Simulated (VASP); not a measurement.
# Au in VASP: a series of runs, part 2 of 2

VASP 6.6.1. The steps go on from the part before.

## Step 5: Single point, LDA

File INCAR:

```
SYSTEM = Au
  ALGO = Normal
  DIPOL = 0.5 0.5 0.500
  EDIFF = 1E-6
  EFIELD = -0.1
  ENCUT = 520
  IDIPOL = 3
  ISIF = 2
  ISMEAR = -1
  LASPH = .True.
  LCHARG = .False.
  LDIPOL = .True.
  LREAL = .False.
  LWAVE = .False.
  NBANDS = 36
  NELM = 80
  PREC = Accurate
  SIGMA = 0.05
```

File KPOINTS:

```
k-points
0
Gamma
  11 11 1
  0 0 0
```

File POSCAR:

```
Au
1.0
    2.8626073067      0.0000000000      0.0000000000
    0.0000000000      2.8626073067      0.0000000000
    0.0000000000      0.0000000000     24.0967000000
Au
5
Direct
    0.0000000000      0.0000000000      0.3336327070
    0.5000000000      0.5000000000      0.4161763430
    0.0000000000      0.0000000000      0.5000000004
    0.5000000000      0.5000000000      0.5838236569
    0.0000000000      0.0000000000      0.6663672928
```

Potentials or basis: VASP PAW LDA potentials, release 64 (Au).

On the command line:

```console
$ cat potpaw_LDA.64/Au/POTCAR > POTCAR
$ mpirun -np 1 vasp_std > vasp.out
```

OUTCAR:

```text
SYSTEM = Au
   EDIFF = 1E-6
   ENCUT = 520
   ISIF = 2
   ISMEAR = -1
   LASPH = .True.
   LREAL = .False.
   NELM = 80
   PREC = Accurate

 ion  position               nearest neighbor table
   1  0.000  0.000  0.334-   2 2.84   2 2.84   2 2.84   2 2.84
   2  0.500  0.500  0.416-   1 2.84   1 2.84   1 2.84   1 2.84   3 2.86   3 2.86   3 2.86   3 2.86

   3  0.000  0.000  0.500-   4 2.86   4 2.86   4 2.86   4 2.86   2 2.86   2 2.86   2 2.86   2 2.86

   4  0.500  0.500  0.584-   5 2.84   5 2.84   5 2.84   5 2.84   3 2.86   3 2.86   3 2.86   3 2.86

   5  0.000  0.000  0.666-   4 2.84   4 2.84   4 2.84   4 2.84

  LATTYP: Found a simple tetragonal cell.
 ALAT       =     2.8626073067
 C/A-ratio  =     8.4177455789

  Lattice vectors:

 A1 = (   2.8626073067,   0.0000000000,   0.0000000000)
 A2 = (   0.0000000000,   2.8626073067,   0.0000000000)
 A3 = (   0.0000000000,   0.0000000000,  24.0967000000)

Analysis of symmetry for initial positions (statically):
=====================================================================
 Subroutine PRICEL returns:
 Original cell was already a primitive cell.

 Routine SETGRP: Setting up the symmetry group for a
 simple tetragonal supercell.

 Subroutine GETGRP returns: Found 16 space group operations
 (whereof 16 operations were pure point group operations)
 out of a pool of 16 trial point group operations.

The static configuration has the point symmetry D_4h.

Analysis of symmetry for dynamics (positions and initial velocities):
=====================================================================
 An external electric field (EFIELD) may reduce the allowed symmetry operations
 Subroutine PRICEL returns:
 Original cell was already a primitive cell.

 Routine SETGRP: Setting up the symmetry group for a
 simple tetragonal supercell.

 Subroutine GETGRP returns: Found  8 space group operations
 (whereof  8 operations were pure point group operations)
 out of a pool of 16 trial point group operations.

The dynamic configuration has the point symmetry C_4v.

 Subroutine INISYM returns: Found  8 space group operations
[... 127 lines left out ...]
   IVDW    =     0    specifies the selected vdW correction
   LEPSILON=     F    determine dielectric tensor
   LRPA    =     F    only Hartree local field effects (RPA)
 non-spin polarized calculation
  energy-cutoff  :      520.00
  volume of cell :      197.46
 maximum number of plane-waves:      5364
 NGX is ok and might be reduce to    24
   NGX = 11   NGY = 11   NGZ = 89

 dipolmoment           0.000000      0.000000      0.493271 electrons x Angstroem

 number of electron      55.0000013 magnetization

 dipolmoment           0.000000      0.000000     -0.049094 electrons x Angstroem

 Free energy of the ion-electron system (eV)
  ---------------------------------------------------
  ext. energy  EPLUGINS =         0.00000000
  ---------------------------------------------------
  free energy    TOTEN  =       -20.85604007 eV

  energy without entropy =      -20.84262716  energy(sigma->0) =      -20.84933361

 E-fermi :   0.8886     XC(G=0):  -6.2714

 val. band max:        0.8397430001   @ k =   0.1818   0.1818   0.0000
 cond. band min:       0.9478691106   @ k =   0.4545   0.1818   0.0000
 fundamental gap:      0.1081261106
 Fermi energy:         0.8885713640

 k-point     1 :       0.0000    0.0000    0.0000
  band No.  band energies     occupation
      1      -8.8906      2.00000
      2      -7.7319      2.00000
      3      -6.4605      2.00000
      4      -5.9780      2.00000
      5      -5.9506      2.00000
      6      -5.7564      2.00000
[... 808 lines left out ...]
     35       7.4594      0.00000
     36       7.9148      0.00000

------------------------ aborting loop because EDIFF is reached ----------------------------------------

 vacuum level on the upper side and lower side of the slab       (xc-potential included)         0.640        -0.656

  FORCE on cell =-STRESS in cart. coord.  units (eV):
  Direction    XX          YY          ZZ          XY          YZ          ZX
  --------------------------------------------------------------------------------------
  -------------------------------------------------------------------------------------
  Total       -2.6000820     -2.6000820      0.1898262      0.0000000      0.0000000      0.0000000
  in kB      -21.0967959    -21.0967959      1.5402301      0.0000000      0.0000000      0.0000000
  external PRESSURE =     -13.5511206 kB  Pullay stress =       0.0000000 kB

 VOLUME and BASIS-vectors are now :
 -----------------------------------------------------------------------------
  energy-cutoff  :      520.00
  volume of cell :      197.46
      direct lattice vectors                 reciprocal lattice vectors
     2.862607307  0.000000000  0.000000000     0.349331883  0.000000000  0.000000000
     0.000000000  2.862607307  0.000000000     0.000000000  0.349331883  0.000000000
     0.000000000  0.000000000 24.096700000     0.000000000  0.000000000  0.041499458

 POSITION                                       TOTAL-FORCE (eV/Angst)
 -----------------------------------------------------------------------------------
      0.00000      0.00000      8.03945         0.000000     -0.000000     -0.032856
      1.43130      1.43130     10.02848        -0.000000      0.000000     -0.000821
      0.00000      0.00000     12.04835         0.000000      0.000000     -0.000503
      1.43130      1.43130     14.06822         0.000000      0.000000      0.006291
      0.00000      0.00000     16.05725         0.000000      0.000000      0.027889
 -----------------------------------------------------------------------------------
    total drift:                                0.000000     -0.000000     -0.000620

  FREE ENERGIE OF THE ION-ELECTRON SYSTEM (eV)
  ---------------------------------------------------
  free  energy   TOTEN  =       -20.8560400694 eV

  energy  without entropy=      -20.8426271574  energy(sigma->0) =      -20.84933361

 vacuum level on the upper side and lower side of the slab         6.950         5.681
```

stdout:

```text
POSCAR found type information on POSCAR Au
 POSCAR found :  1 types and       5 ions
 scaLAPACK will be used
 LDA part: xc-table for (Slater(with rela. corr.)+CA(PZ))
 , standard interpolation
 POSCAR, INCAR and KPOINTS ok, starting setup
 FFT: planning ... GRIDC
 FFT: planning ... GRID_SOFT
 FFT: planning ... GRID
 WAVECAR not read
 entering main loop
```

It took 8.8 min on 1 thread of Intel Xeon 8259CL, shared host; peak memory 0.31 GiB.

What came out:

```
Free energy            : -20.8560 eV
Largest force          : 0.033 eV/Å
Band gap on the k mesh : zero (an odd number of electrons rules out a gap without spin polarisation)
```

Forces in eV/Å, atoms in the order of the input:
```
Au   0.000  0.000 -0.033
Au   0.000  0.000 -0.001
Au   0.000  0.000 -0.001
Au   0.000  0.000  0.006
Au   0.000  0.000  0.028
```

Caveat: spin-orbit coupling is left out, which moves the levels of the heavy elements.

## Step 6: Summary

```tsv
cell	electric field (eV/Å)	gap on the mesh (eV)	largest force (eV/Å)
as given, atomic positions A	-	none	0.14
as given, atomic positions B	-	none	0.03
as given, atomic positions B	-0.1 eV/Å	none	0.03
```

Alike in all rows: task single point; level LDA; potentials or basis VASP PAW LDA potentials, release 64 (Au); no spin polarisation; k mesh 11 × 11 × 1; cutoff (eV) 520; smearing fermi-dirac 0.05 eV.

Caveats: spin-orbit coupling is left out, which moves the levels of the heavy elements.

Total energies depend on the potentials used, so only differences within one code and one set of settings carry meaning.

The gap in the log of VASP goes by the Fermi energy; the results here count the filled bands.